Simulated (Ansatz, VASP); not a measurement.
# One calculation of CaS, two programs

The input INCAR:

```
SYSTEM = CaS
  PREC = Accurate
  ENCUT = 500
  EDIFF = 1E-6
  ISMEAR = -1
  SIGMA = 0.01
  LREAL = .FALSE.
  LASPH = .TRUE.
  NELM = 120
  ALGO = Normal
  ISIF = 2
  LWAVE = .FALSE.
  LCHARG = .TRUE.
  GGA = CA
  LELF = .TRUE.
  LVHAR = .TRUE.
  NBANDS = 15
  GGA_COMPAT = .FALSE.
```

File KPOINTS:

```
regular mesh
0
G
  7 7 7
  0 0 0
```

The input POSCAR:

```
CaS
1.0
    0.0000000000      2.8430000000      2.8430000000
    2.8430000000      0.0000000000      2.8430000000
    2.8430000000      2.8430000000      0.0000000000
Ca S
1 1
Direct
    0.0000000000      0.0000000000      0.0000000000
    0.5000000000      0.5000000000      0.5000000000
```

Input for Ansatz:

```yaml
crystal:
  lattice:
    - [0.0, 2.843, 2.843]
    - [2.843, 0.0, 2.843]
    - [2.843, 2.843, 0.0]
  atoms:
    - { symbol: Ca, position: [0.0, 0.0, 0.0] }
    - { symbol: S, position: [0.5, 0.5, 0.5] }
kpoints:
  mp_grid: { grid: [7, 7, 7] }
  band_path:
    path:
      - [0.0, 0.0, 0.0]
      - [0.5, 0.0, 0.5]
      - [0.625, 0.25, 0.625]
      - [0.375, 0.375, 0.75]
      - [0.0, 0.0, 0.0]
      - [0.5, 0.5, 0.5]
      - [0.5, 0.25, 0.75]
      - [0.5, 0.0, 0.5]
    npoints: 5
scf:
  occupations: { method: fermi_dirac, width: 0.01 }
hamiltonian:
  xc: lda
  pseudopotentials: { kind: all_electron, lapw: { basis_error: 0.00025 } }
output:
  forces: true
  stress: true
  eigenvalues: true
```

Alike in both runs: task single point; functional LDA; k mesh 7 × 7 × 7; occupations fermi-dirac, width 0.01 eV; no spin polarisation.

```csv
,VASP,Ansatz
version,VASP 6.6.1,Ansatz 0.2.0
potentials or method,"VASP PAW LDA potentials, release 64 (Ca_sv, S), cutoff 500 eV","all-electron LAPW, scalar-relativistic"
```

|  | VASP | Ansatz | Ansatz less VASP |
| --- | --- | --- | --- |
| gap on the k mesh at the Fermi level (eV) | 2.20 | 2.21 | +0.010 |
| pressure (GPa) | -3.6 | -3.8 | -0.19 |

LDA's correlation is that of Perdew and Zunger in VASP and of Perdew and Wang (1992) in Ansatz. Ansatz ran all-electron here, and VASP with PAW potentials.
